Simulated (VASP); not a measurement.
# C in VASP: single point with PBE+D3(BJ)

Aim: the single point of C with PBE+D3(BJ).

All numbers are computed with VASP 6.6.1; they aren't measurements. Logs are shortened: lines on timing, memory, paths and dates and some standing lists are left out, and cuts for length are marked.

### 1 The cell of the first run

The cell holds a slab with vacuum, 4 atoms: a = 2.466 Å, b = 2.466 Å, c = 17.500 Å, α = 90.00°, β = 90.00°, γ = 120.00°.

### 2 Single point, PBE+D3(BJ) (layers slid over each other)

Input file INCAR:

```
SYSTEM = C
ALGO     = Normal         ! electronic algorithm
DIPOL    = 0.5 0.5 0.352
EDIFF    = 1E-7           ! SCF threshold, eV
ENCUT    = 520            ! plane-wave cutoff, eV
GGA      = PE             ! functional
IDIPOL   = 3            
ISIF     = 2              ! what is computed and relaxed
ISMEAR   = 0              ! smearing method
IVDW     = 12             ! dispersion correction
LASPH    = .True.         ! aspherical terms in the spheres
LCHARG   = .False.        ! write CHGCAR
LDIPOL   = .True.       
LREAL    = .False.        ! projectors in reciprocal space
LWAVE    = .False.        ! write WAVECAR
NBANDS   = 16             ! bands
NELM     = 60             ! most SCF steps
PREC     = Accurate       ! precision mode
SIGMA    = 0.1            ! smearing width, eV
```

Input file KPOINTS:

```
k-points
0
Gamma
  15 15 1
  0 0 0
```

Input file POSCAR:

```
C
1.0
    2.4657189596      0.0000000000      0.0000000000
   -1.2328594798      2.1353752576      0.0000000000
    0.0000000000      0.0000000000     17.5000000000
C
4
Direct
    0.3333333333      0.6666666667      0.2571428571
    0.6666666667      0.3333333333      0.2571428571
    0.3333333333      1.1666666667      0.4462857143
    0.6666666667      0.8333333333      0.4462857143
```

Potentials or basis: VASP PAW PBE potentials, release 64 (C).

Command:

```console
$ cat potpaw_PBE.64/C/POTCAR > POTCAR
$ mpirun -np 1 vasp_std > vasp.out
```

OUTCAR:

```text
SYSTEM = C
   EDIFF = 1E-7
   ENCUT = 520
   GGA = PE
   ISIF = 2
   ISMEAR = 0
   IVDW = 12
   LASPH = .True.
   LREAL = .False.
   NELM = 60
   PREC = Accurate
 IVDW          = 12

 ion  position               nearest neighbor table
   1  0.333  0.667  0.257-   2 1.42   2 1.42   2 1.42
   2  0.667  0.333  0.257-   1 1.42   1 1.42   1 1.42
   3  0.333  0.167  0.446-   4 1.42   4 1.42   4 1.42
   4  0.667  0.833  0.446-   3 1.42   3 1.42   3 1.42

  LATTYP: Found a hexagonal cell.
 ALAT       =     2.4657189596
 C/A-ratio  =     7.0973214250

  Lattice vectors:

 A1 = (   2.4657189596,   0.0000000000,   0.0000000000)
 A2 = (  -1.2328594798,   2.1353752576,   0.0000000000)
 A3 = (   0.0000000000,   0.0000000000,  17.5000000000)

Analysis of symmetry for initial positions (statically):
=====================================================================
 Subroutine PRICEL returns:
 Original cell was already a primitive cell.

 Routine SETGRP: Setting up the symmetry group for a
 hexagonal supercell.

 Subroutine GETGRP returns: Found  8 space group operations
 (whereof  4 operations were pure point group operations)
 out of a pool of 24 trial point group operations.

The static configuration has the point symmetry C_2v.
 The point group associated with its full space group is D_2h.

Analysis of symmetry for dynamics (positions and initial velocities):
=====================================================================
 Subroutine PRICEL returns:
 Original cell was already a primitive cell.

 Routine SETGRP: Setting up the symmetry group for a
 hexagonal supercell.

 Subroutine GETGRP returns: Found  8 space group operations
 (whereof  4 operations were pure point group operations)
 out of a pool of 24 trial point group operations.

The dynamic configuration has the point symmetry C_2v.
 The point group associated with its full space group is D_2h.

 Subroutine INISYM returns: Found  8 space group operations
 (whereof  4 operations are pure point group operations),
 and found     1 'primitive' translations

----------------------------------------------------------------------------------------

                                     Primitive cell

  volume of cell :      92.1416

  direct lattice vectors                    reciprocal lattice vectors
     2.465718960  0.000000000  0.000000000     0.405561224  0.234150882  0.000000000
    -1.232859480  2.135375258  0.000000000     0.000000000  0.468301764  0.000000000
     0.000000000  0.000000000 17.500000000     0.000000000  0.000000000  0.057142857

  length of vectors
     2.465718960  2.465718960 17.500000000     0.468301764  0.468301764  0.057142857

  position of ions in fractional coordinates (direct lattice)
     0.333333333  0.666666667  0.257142857
     0.666666667  0.333333333  0.257142857
     0.333333333  0.166666667  0.446285714
     0.666666667  0.833333333  0.446285714

  ion indices of the primitive-cell ions
   primitive index   ion index
                 1           1
                 2           2
                 3           3
                 4           4

----------------------------------------------------------------------------------------

 KPOINTS: k-points

Automatic generation of k-mesh.
 Grid dimensions read from file:
 generate k-points for:   15   15    1

 Generating k-lattice:

  Cartesian coordinates                     Fractional coordinates (reciprocal lattice)
     0.027037415  0.015610059  0.000000000     0.066666667  0.000000000  0.000000000
     0.000000000  0.031220118  0.000000000     0.000000000  0.066666667  0.000000000
     0.000000000  0.000000000  0.057142857     0.000000000  0.000000000  1.000000000

  Length of vectors
     0.031220118  0.031220118  0.057142857

  Shift w.r.t. Gamma in fractional coordinates (k-lattice)
     0.000000000  0.000000000  0.000000000

 Subroutine IBZKPT returns following result:
 ===========================================

 Found     64 irreducible k-points:

 Following reciprocal coordinates:
            Coordinates               Weight
  0.000000  0.000000  0.000000      1.000000
  0.066667  0.000000  0.000000      2.000000
  0.000000  0.066667  0.000000      4.000000
  0.133333  0.000000  0.000000      2.000000
  0.000000  0.133333  0.000000      4.000000
  0.200000  0.000000  0.000000      2.000000
[... 16 lines left out ...]
 -0.266667  0.200000  0.000000      4.000000
  0.266667  0.066667  0.000000      4.000000
 [... further k-points ...]
   k-points           NKPTS =     64   k-points in BZ     NKDIM =     64   number of bands    NBANDS=     16
   number of dos      NEDOS =    301   number of ions     NIONS =      4
   total plane-waves  NPLWV =  45360
   dimension x,y,z NGX =    18 NGY =   18 NGZ =  140
   dimension x,y,z NGXF=    36 NGYF=   36 NGZF=  280
   ions per type =               4
   NGX,Y,Z   is equivalent  to a cutoff of  12.14, 12.14, 13.30 a.u.
   NGXF,Y,Z  is equivalent  to a cutoff of  24.27, 24.27, 26.60 a.u.
 SYSTEM =  C
   PREC   = accura    normal or accurate (medium, high low for compatibility)
   ISTART =      0    job   : 0-new  1-cont  2-samecut
   ICHARG =      2    charge: 1-file 2-atom 10-const
   ISPIN  =      1    spin polarized calculation?
   LNONCOLLINEAR =      F non collinear calculations
   LSORBIT =      F    spin-orbit coupling
   LASPH  =      T    aspherical Exc in radial PAW
   ENCUT  =  520.0 eV  38.22 Ry    6.18 a.u.   4.58  4.58 32.54*2*pi/ulx,y,z
   NELM   =     60;   NELMIN=  2; NELMDL= -5     # of ELM steps
   EDIFF  = 0.1E-06   stopping-criterion for ELM
   LREAL  =      F    real-space projection
   EDIFFG = 0.1E-05   stopping-criterion for IOM
   NSW    =      0    number of steps for IOM
   IBRION =     -1    ionic relax: 0-MD 1-quasi-New 2-CG
   NFREE  =      0    steps in history (QN), initial steepest desc. (CG)
   ISIF   =      2    stress and relaxation
   ISYM   =      2    0-nonsym 1-usesym 2-fastsym
   POTIM  = 0.5000    time-step for ionic-motion
   TEBEG  =    0.0;   TEEND  =   0.0 temperature during run
   PSTRESS=    0.0 pullay stress
   NELECT =      16.0000    total number of electrons
   NUPDOWN=      -1.0000    fix difference up-down
   EMIN   =  10.00;   EMAX   =-10.00  energy-range for DOS
   EFERMI =   0.00;   METHOD = LEGACY
   ISMEAR =     0;   SIGMA  =   0.10  broadening in eV -4-tet -1-fermi 0-gaus
   EFERMI_NEDOS =   21; number of points for ismear=-14 and -15
   IALGO  =     38    algorithm
   IMIX   =      4    mixing-type and parameters
     AMIX     =   0.40;   BMIX     =  1.00
     AMIX_MAG =   1.60;   BMIX_MAG =  1.00
  volume/ion in A,a.u.               =      23.04       155.45
  Fermi-wavevector in a.u.,A,eV,Ry     =   0.913334  1.725951 11.349690  0.834179
  Thomas-Fermi vector in A             =   2.037833
   LORBIT       =      0    0 simple, 1 ext, 2 COOP (PROOUT), +10 PAW based schemes
   GGA     = PE    functional components
   LHFCALC =     F    Hartree Fock is set to
   AEXX    =    0.0000 exact exchange contribution
   IVDW    =    12    specifies the selected vdW correction
   LEPSILON=     F    determine dielectric tensor
   LRPA    =     F    only Hartree local field effects (RPA)
 non-spin polarized calculation
 Gauss-broadening in eV      SIGMA  =   0.10
  energy-cutoff  :      520.00
  volume of cell :       92.14
 maximum number of plane-waves:      2521
   NGX =  9   NGY =  9   NGZ = 65

 dipolmoment           0.000000      0.000000      0.000223 electrons x Angstroem

 number of electron      15.9999998 magnetization

 dipolmoment           0.000000      0.000000     -0.000000 electrons x Angstroem

 Free energy of the ion-electron system (eV)
  ---------------------------------------------------
  ext. energy  EPLUGINS =         0.00000000
  ---------------------------------------------------
  free energy    TOTEN  =       -36.86477453 eV

  energy without entropy =      -36.86454694  energy(sigma->0) =      -36.86466073

 E-fermi :  -0.8485     XC(G=0):  -4.4231

 val. band max:       -0.9703052194   @ k =   0.3333   0.3333   0.0000
 cond. band min:      -0.7267285923   @ k =   0.3333   0.3333   0.0000
 fundamental gap:      0.2435766271
 Fermi energy:        -0.8485167114

 k-point     1 :       0.0000    0.0000    0.0000
  band No.  band energies     occupation
      1     -20.4371      2.00000
      2     -20.2698      2.00000
      3      -8.9573      2.00000
      4      -7.9152      2.00000
      5      -3.8789      2.00000
      6      -3.8725      2.00000
[... 8 lines left out ...]
     15       7.4725      0.00000
     16       7.4917      0.00000

 k-point     2 :       0.0667    0.0000    0.0000
  band No.  band energies     occupation
      1     -20.3316      2.00000
      2     -20.1652      2.00000
      3      -8.8302      2.00000
      4      -7.7920      2.00000
      5      -4.2997      2.00000
      6      -4.2873      2.00000
[... 8 lines left out ...]
     15       7.5394      0.00000
     16       7.9051      0.00000

 k-point     3 :       0.0000    0.0667    0.0000
  band No.  band energies     occupation
      1     -20.3315      2.00000
      2     -20.1652      2.00000
      3      -8.8300      2.00000
      4      -7.7922      2.00000
      5      -4.3026      2.00000
      6      -4.2837      2.00000
[... 8 lines left out ...]
     15       7.5570      0.00000
     16       7.9339      0.00000
[... 362 lines left out ...]
 k-point    23 :      -0.2667    0.2000    0.0000
  band No.  band energies     occupation
      1     -19.0742      2.00000
      2     -18.9204      2.00000
      3      -7.8695      2.00000
      4      -7.8230      2.00000
      5      -7.3293      2.00000
      6      -6.3487      2.00000
[... 8 lines left out ...]
     15       7.5300      0.00000
     16       7.7565      0.00000

 k-point    24 :       0.2667    0.0667    0.0000
  band No.  band energies     occupation
      1     -18.2481      2.00000
      2     -18.1017      2.00000
      3      -9.5948      2.00000
      4      -9.5314      2.00000
      5      -6.6899      2.00000
      6      -6.6567      2.00000
[... 8 lines left out ...]
     15       7.5569      0.00000
     16       8.6862      0.00000

 [... further k-points ...]

------------------------ aborting loop because EDIFF is reached ----------------------------------------

 vacuum level on the upper side and lower side of the slab       (xc-potential included)        -0.108        -0.110

 Edisp (eV)   -0.48400

 E8    (eV) :    -0.1449

  FORCE on cell =-STRESS in cart. coord.  units (eV):
  Direction    XX          YY          ZZ          XY          YZ          ZX
  --------------------------------------------------------------------------------------
  -------------------------------------------------------------------------------------
  Total       0.07942     0.11647     0.10839    -0.03209     0.00000     0.00000
  in kB       1.38090     2.02515     1.88465    -0.55794     0.00000     0.00000
  external pressure =        1.76 kB  Pullay stress =        0.00 kB

 VOLUME and BASIS-vectors are now :
 -----------------------------------------------------------------------------
  energy-cutoff  :      520.00
  volume of cell :       92.14
      direct lattice vectors                 reciprocal lattice vectors
     2.465718960  0.000000000  0.000000000     0.405561224  0.234150882  0.000000000
    -1.232859480  2.135375258  0.000000000     0.000000000  0.468301764  0.000000000
     0.000000000  0.000000000 17.500000000     0.000000000  0.000000000  0.057142857

 POSITION                                       TOTAL-FORCE (eV/Angst)
 -----------------------------------------------------------------------------------
     -0.00000      1.42358      4.50000         0.002283      0.001318     -0.020197
      1.23286      0.71179      4.50000        -0.002283     -0.001318     -0.020197
      0.61643      0.35590      7.81000         0.002283      0.001318      0.020197
      0.61643      1.77948      7.81000        -0.002283     -0.001318      0.020197
 -----------------------------------------------------------------------------------
    total drift:                               -0.000000     -0.000000     -0.000013

  FREE ENERGIE OF THE ION-ELECTRON SYSTEM (eV)
  ---------------------------------------------------
  free  energy   TOTEN  =       -37.3487715253 eV

  energy  without entropy=      -37.3485439386  energy(sigma->0) =      -37.34865773

 vacuum level on the upper side and lower side of the slab         3.391         3.390
```

Wall time 2.8 min (1 thread of Intel Xeon 8259CL, shared host); peak memory 0.24 GiB.

What came out:

```yaml
Free_energy: -37.3488 eV
Largest_force: 0.020 eV/Å
Dispersion_energy_per_atom: -0.121 eV
```

Forces in eV/Å, atoms in the order of the input:
```
C    0.002  0.001 -0.020
C   -0.002 -0.001 -0.020
C    0.002  0.001  0.020
C   -0.002 -0.001  0.020
```

Caveat: the cell differs from its parent crystal (layers slid over each other).
